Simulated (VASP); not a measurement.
# Te (P3_121) in VASP: further runs, part 2 of 3

VASP 6.6.1. Earlier steps stand in the parts before.

## 3. Electric field gradients, LDA (34.67 Å³/atom)

Input file INCAR:

```
ALGO = Normal ; EDIFF = 1E-8
ENCUT = 520 ; GGA = CA
ISIF = 2 ; ISMEAR = -1
LASPH = T ; LCHARG = F
LEFG = T ; LREAL = F
LWAVE = F ; NBANDS = 16
NELM = 80 ; PREC = Accurate
SIGMA = 0.08
```

Input file KPOINTS:

```
k-points
0
Gamma
  9 9 6
```

Input file POSCAR:

```
Te
1.0
    4.4875234943      0.0000000000      0.0000000000
   -2.2437617472      3.8863093462      0.0000000000
    0.0000000000      0.0000000000      5.9642395541
Te
3
Direct
    0.7450000000      0.0000000000      0.3333333333
    0.0000000000      0.7450000000      0.6666666667
    0.2550000000      0.2550000000      0.0000000000
```

Potentials or basis: VASP PAW LDA potentials, release 64 (Te).

The run is started by

```sh
> cat potpaw_LDA.64/Te/POTCAR > POTCAR
> mpirun -np 1 vasp_std > vasp.out
```

OUTCAR:

```text
EDIFF = 1E-8
   ENCUT = 520
   GGA = CA
   ISIF = 2
   ISMEAR = -1
   LASPH = T
   LREAL = F
   NELM = 80
   PREC = Accurate

 ion  position               nearest neighbor table
   1  0.745  0.000  0.333-   3 2.81   2 2.81   3 3.55   3 3.55   2 3.55   2 3.55
   2  0.000  0.745  0.667-   3 2.81   1 2.81   3 3.55   3 3.55   1 3.55   1 3.55
   3  0.255  0.255  0.000-   1 2.81   2 2.81   2 3.55   1 3.55   1 3.55   2 3.55

  LATTYP: Found a hexagonal cell.
 ALAT       =     4.4875234943
 C/A-ratio  =     1.3290714938

  Lattice vectors:

 A1 = (   4.4875234943,   0.0000000000,   0.0000000000)
 A2 = (  -2.2437617472,   3.8863093462,   0.0000000000)
 A3 = (   0.0000000000,   0.0000000000,   5.9642395541)

Analysis of symmetry for initial positions (statically):
=====================================================================
 Subroutine PRICEL returns:
 Original cell was already a primitive cell.

 Routine SETGRP: Setting up the symmetry group for a
 hexagonal supercell.
[... 653 lines left out ...]
     0.000000000  0.000000000  5.964239554     0.000000000  0.000000000  0.167665968

 POSITION                                       TOTAL-FORCE (eV/Angst)
 -----------------------------------------------------------------------------------
      3.34321      0.00000      1.98808        -0.384880      0.000000      0.000000
     -1.67160      2.89530      3.97616         0.192440     -0.333316     -0.000000
      0.57216      0.99101      0.00000         0.192440      0.333316     -0.000000
 -----------------------------------------------------------------------------------
    total drift:                                0.000000      0.000000     -0.000000

  FREE ENERGIE OF THE ION-ELECTRON SYSTEM (eV)
  ---------------------------------------------------
  free  energy   TOTEN  =       -11.2858034587 eV

  energy  without entropy=      -11.2833960318  energy(sigma->0) =      -11.28459975

 Electric field gradients (V/A^2)
---------------------------------------------------------------------
 ion       V_xx      V_yy      V_zz      V_xy      V_xz      V_yz
---------------------------------------------------------------------
   1     181.320  -409.994   228.674     0.000    -0.000  -347.556
   2    -262.166    33.491   228.674  -256.046   300.993   173.778
   3    -262.166    33.491   228.674   256.046  -300.993   173.778
---------------------------------------------------------------------

 Electric field gradients after diagonalization (V/A^2)
 (convention: |V_zz| > |V_xx| > |V_yy|)
----------------------------------------------------------------------
 ion       V_xx      V_yy      V_zz     asymmetry (V_yy - V_xx)/ V_zz
----------------------------------------------------------------------
   1     381.325   181.320  -562.645       0.355
   2     381.325   181.320  -562.645       0.355
   3     381.325   181.320  -562.645       0.355
----------------------------------------------------------------------

           NMR quadrupolar parameters

 Cq : quadrupolar parameter    Cq=e*Q*V_zz/h
 eta: asymmetry parameters     (V_yy - V_xx)/ V_zz
 Q  : nuclear electric quadrupole moment in mb (millibarn)
----------------------------------------------------------------------
 ion       Cq(MHz)       eta       Q (mb)
----------------------------------------------------------------------
   1      -1.360       0.355       1.000
   2      -1.360       0.355       1.000
   3      -1.360       0.355       1.000
----------------------------------------------------------------------
```

OSZICAR:

```text
N       E                     dE             d eps       ncg     rms          rms(c)
DAV:   1     0.742896420390E+02    0.74290E+02   -0.64342E+03  1984   0.897E+02
DAV:   2    -0.615992802169E+01   -0.80450E+02   -0.76366E+02  2600   0.136E+02
DAV:   3    -0.112502740304E+02   -0.50903E+01   -0.50665E+01  2456   0.387E+01
DAV:   4    -0.113464728023E+02   -0.96199E-01   -0.96182E-01  3008   0.615E+00
DAV:   5    -0.113479487379E+02   -0.14759E-02   -0.14759E-02  2568   0.658E-01    0.121E+01
DAV:   6    -0.113029656973E+02    0.44983E-01   -0.23777E-02  2544   0.854E-01    0.772E+00
DAV:   7    -0.112870802904E+02    0.15885E-01   -0.52334E-02  2288   0.121E+00    0.382E-01
DAV:   8    -0.112857806467E+02    0.12996E-02   -0.95798E-03  2176   0.543E-01    0.159E-01
DAV:   9    -0.112858043769E+02   -0.23730E-04   -0.30365E-04  2944   0.110E-01    0.111E-01
DAV:  10    -0.112858080161E+02   -0.36392E-05   -0.30059E-05  2584   0.333E-02    0.217E-02
DAV:  11    -0.112858036146E+02    0.44016E-05   -0.11118E-05  2392   0.201E-02    0.403E-03
DAV:  12    -0.112858034648E+02    0.14971E-06   -0.14722E-06  2792   0.685E-03    0.282E-03
DAV:  13    -0.112858034755E+02   -0.10682E-07   -0.12848E-07  2456   0.188E-03    0.130E-03
DAV:  14    -0.112858034576E+02    0.17943E-07   -0.56899E-08  2560   0.135E-03    0.437E-04
DAV:  15    -0.112858034587E+02   -0.11491E-08   -0.70545E-09  1352   0.469E-04
   1 F= -.11285803E+02 E0= -.11284600E+02  d E =-.240743E-02
```

stdout:

```text
POSCAR found type information on POSCAR Te
 POSCAR found :  1 types and       3 ions
 scaLAPACK will be used
 LDA part: xc-table for (Slater(with rela. corr.)+CA(PZ))
 , standard interpolation
 POSCAR, INCAR and KPOINTS ok, starting setup
 FFT: planning ... GRIDC
 FFT: planning ... GRID_SOFT
 FFT: planning ... GRID
 WAVECAR not read
 entering main loop
ion   1

ion   2
     0.0000585     1.1190305    -0.6602152    -0.7018631    -1.1435262     0.6460726
     0.0000806     1.1190305    -0.6602152    -0.7018631    -1.1435262     0.6460726
     0.0001110     1.1190305    -0.6602152    -0.7018631    -1.1435262     0.6460726
     0.0001528     1.1190305    -0.6602152    -0.7018631    -1.1435262     0.6460726

     0.0000585   234.2961674  -158.9376824  -181.1208908  -275.2881412   135.2709553
     0.0000806   234.2682985  -158.9187325  -181.0992374  -275.2553189   135.2548652
     0.0001110   234.2241343  -158.8887031  -181.0649210  -275.2033066   135.2293670
     0.0001528   234.1544453  -158.8413197  -181.0107680  -275.1212360   135.1891320

ion   3
     0.0000585    -1.1190305    -0.6602152    -0.7018631     1.1435262     0.6460726
     0.0000806    -1.1190305    -0.6602152    -0.7018631     1.1435262     0.6460726
     0.0001110    -1.1190305    -0.6602152    -0.7018631     1.1435262     0.6460726
     0.0001528    -1.1190305    -0.6602152    -0.7018631     1.1435262     0.6460726

     0.0000585  -234.2961674  -158.9376824  -181.1208908   275.2881412   135.2709553
     0.0000806  -234.2682985  -158.9187325  -181.0992374   275.2553189   135.2548652
     0.0001110  -234.2241344  -158.8887031  -181.0649210   275.2033066   135.2293670
     0.0001528  -234.1544453  -158.8413197  -181.0107680   275.1212360   135.1891320
```

It took 63 s on 1 thread of Intel Xeon Platinum 8488C (Sapphire Rapids), shared host; peak memory 0.24 GiB.

Results:

```yaml
Free_energy: -11.2858 eV
Pressure: -1.1 GPa
Largest_force: 0.385 eV/Å
Band_gap_on_the_k_mesh: 0.08 eV
Largest_electric_field_gradient_by_atom: Te -562.6 V/Å²
```

Forces on the atoms (eV/Å):
```
Te  -0.385  0.000  0.000
Te   0.192 -0.333  0.000
Te   0.192  0.333  0.000
```

Stress tensor (GPa, compression positive):
```
-1.19  0.00  0.00
 0.00 -1.19  0.00
 0.00  0.00 -1.01
```

Levels at points of the mesh, in eV from the valence-band top:
```csv
k point,band 5,band 6,band 7,band 8,band 9,band 10,band 11,band 12,band 13,band 14
"(0.00, 0.00, 0.00)",-2.83,-2.83,-1.57,-1.57,-0.56,1.05,1.05,1.74,4.89,4.89
"(0.00, 0.00, 0.50)",-2.59,-2.59,-1.28,-1.04,-1.04,0.63,0.73,0.73,4.07,5.42
```

Electric field gradients, principal values (V/Å²):
| atom | least | middle | greatest (by size) |
| --- | --- | --- | --- |
| 1 Te | 181.320 | 381.325 | -562.645 |
| 2 Te | 181.320 | 381.325 | -562.645 |
| 3 Te | 181.320 | 381.325 | -562.645 |

Caveat: the smearing spreads over this small gap; semilocal functionals underestimate gaps, and a narrow one can read as zero; without QUAD_EFG the Cq values of the log hold for a quadrupole moment of 1 mb, not for the nuclei; spin-orbit coupling is left out, which moves the levels of the heavy elements.

## 4. Electric field gradients, LDA (36.03 Å³/atom)

This run uses another cell than the first one, of 36.03 Å³/atom.

Input file INCAR:

```
  ALGO = Normal
  EDIFF = 1E-8
  ENCUT = 520
  GGA = CA
  ISIF = 2
  ISMEAR = -1
  LASPH = T
  LCHARG = F
  LEFG = T
  LREAL = F
  LWAVE = F
  NBANDS = 16
  NELM = 100
  PREC = Accurate
  SIGMA = 0.08
```

KPOINTS is that of step 3.

Input file POSCAR:

```
Te
1.0
    4.5454334104      0.0000000000      0.0000000000
   -2.2727167053      3.9364608047      0.0000000000
    0.0000000000      0.0000000000      6.0412059728
Te
3
Direct
    0.7450000000      0.0000000000      0.3333333333
    0.0000000000      0.7450000000      0.6666666667
    0.2550000000      0.2550000000      0.0000000000
```

Potentials or basis: VASP PAW LDA potentials, release 64 (Te).

The run is started by

```sh
> cat potpaw_LDA.64/Te/POTCAR > POTCAR
> mpirun -np 1 vasp_std > vasp.out
```

OUTCAR:

```text
EDIFF = 1E-8
   ENCUT = 520
   GGA = CA
   ISIF = 2
   ISMEAR = -1
   LASPH = T
   LREAL = F
   NELM = 100
   PREC = Accurate

 ion  position               nearest neighbor table
   1  0.745  0.000  0.333-   3 2.84   2 2.84   3 3.60   3 3.60   2 3.60   2 3.60
   2  0.000  0.745  0.667-   3 2.84   1 2.84   3 3.60   3 3.60   1 3.60   1 3.60
   3  0.255  0.255  0.000-   1 2.84   2 2.84   2 3.60   1 3.60   1 3.60   2 3.60

  LATTYP: Found a hexagonal cell.
 ALAT       =     4.5454334104
 C/A-ratio  =     1.3290714938

  Lattice vectors:

[... 679 lines left out ...]

 Electric field gradients (V/A^2)
---------------------------------------------------------------------
 ion       V_xx      V_yy      V_zz      V_xy      V_xz      V_yz
---------------------------------------------------------------------
   1     189.056  -418.037   228.981     0.000    -0.000  -354.413
   2    -266.264    37.283   228.981  -262.879   306.931   177.207
   3    -266.264    37.283   228.981   262.879  -306.931   177.207
---------------------------------------------------------------------

 Electric field gradients after diagonalization (V/A^2)
 (convention: |V_zz| > |V_xx| > |V_yy|)
----------------------------------------------------------------------
 ion       V_xx      V_yy      V_zz     asymmetry (V_yy - V_xx)/ V_zz
----------------------------------------------------------------------
   1     385.333   189.056  -574.389       0.342
   2     385.333   189.056  -574.389       0.342
   3     385.333   189.056  -574.389       0.342
----------------------------------------------------------------------

           NMR quadrupolar parameters

 Cq : quadrupolar parameter    Cq=e*Q*V_zz/h
 eta: asymmetry parameters     (V_yy - V_xx)/ V_zz
 Q  : nuclear electric quadrupole moment in mb (millibarn)
----------------------------------------------------------------------
 ion       Cq(MHz)       eta       Q (mb)
----------------------------------------------------------------------
   1      -1.389       0.342       1.000
   2      -1.389       0.342       1.000
   3      -1.389       0.342       1.000
----------------------------------------------------------------------
```

stdout:

```text
POSCAR found type information on POSCAR Te
 POSCAR found :  1 types and       3 ions
 scaLAPACK will be used
 LDA part: xc-table for (Slater(with rela. corr.)+CA(PZ))
 , standard interpolation
 POSCAR, INCAR and KPOINTS ok, starting setup
 FFT: planning ... GRIDC
 FFT: planning ... GRID_SOFT
 FFT: planning ... GRID
 WAVECAR not read
 entering main loop
ion   1

ion   2
     0.0000585     1.1875299    -0.7069876    -0.7389946    -1.2245384     0.6856207
     0.0000806     1.1875299    -0.7069876    -0.7389946    -1.2245384     0.6856207
     0.0001110     1.1875299    -0.7069876    -0.7389946    -1.2245384     0.6856207
     0.0001528     1.1875299    -0.7069876    -0.7389946    -1.2245384     0.6856207

     0.0000585   240.5894285  -162.1126646  -181.4120902  -280.7873717   138.9043713
     0.0000806   240.5608919  -162.0933844  -181.3904511  -280.7539773   138.8878957
     0.0001110   240.5156729  -162.0628330  -181.3561587  -280.7010607   138.8617885
     0.0001528   240.4443244  -162.0146279  -181.3020454  -280.6175671   138.8205954

ion   3
     0.0000585    -1.1875299    -0.7069876    -0.7389946     1.2245384     0.6856207
     0.0000806    -1.1875299    -0.7069876    -0.7389946     1.2245384     0.6856207
     0.0001110    -1.1875299    -0.7069876    -0.7389946     1.2245384     0.6856207
     0.0001528    -1.1875299    -0.7069876    -0.7389946     1.2245384     0.6856207

     0.0000585  -240.5894286  -162.1126646  -181.4120902   280.7873717   138.9043713
     0.0000806  -240.5608921  -162.0933844  -181.3904512   280.7539773   138.8878957
     0.0001110  -240.5156731  -162.0628330  -181.3561587   280.7010607   138.8617885
     0.0001528  -240.4443245  -162.0146279  -181.3020454   280.6175672   138.8205954
```

Run time: 57 s. Hardware: 1 thread of Intel Xeon Platinum 8488C (Sapphire Rapids), shared host; peak memory 0.24 GiB.

What came out:

```yaml
Free_energy: -11.2356 eV
Pressure: -2.8 GPa
Largest_force: 0.140 eV/Å
Band_gap_on_the_k_mesh: 0.09 eV
Largest_electric_field_gradient_by_atom: Te -574.4 V/Å²
```

Forces on the atoms (eV/Å):
```
Te  -0.140  0.000  0.000
Te   0.070 -0.121  0.000
Te   0.070  0.121  0.000
```

Levels at points of the mesh, in eV from the valence-band top:
```tsv
k point	band 6	band 7	band 8	band 9	band 10	band 11	band 12	band 13
(0.00, 0.00, 0.00)	-2.75	-1.45	-1.45	-0.49	1.03	1.03	1.73	4.98
(0.00, 0.00, 0.50)	-2.46	-1.18	-0.96	-0.96	0.66	0.74	0.74	4.22
```

Electric field gradients, principal values (V/Å²):
| atom | least | middle | greatest (by size) |
| --- | --- | --- | --- |
| 1 Te | 189.056 | 385.333 | -574.389 |
| 2 Te | 189.056 | 385.333 | -574.389 |
| 3 Te | 189.056 | 385.333 | -574.389 |

Caveat: the smearing spreads over this small gap; semilocal functionals underestimate gaps, and a narrow one can read as zero; without QUAD_EFG the Cq values of the log hold for a quadrupole moment of 1 mb, not for the nuclei; spin-orbit coupling is left out, which moves the levels of the heavy elements.

[end of part 2 of 3]
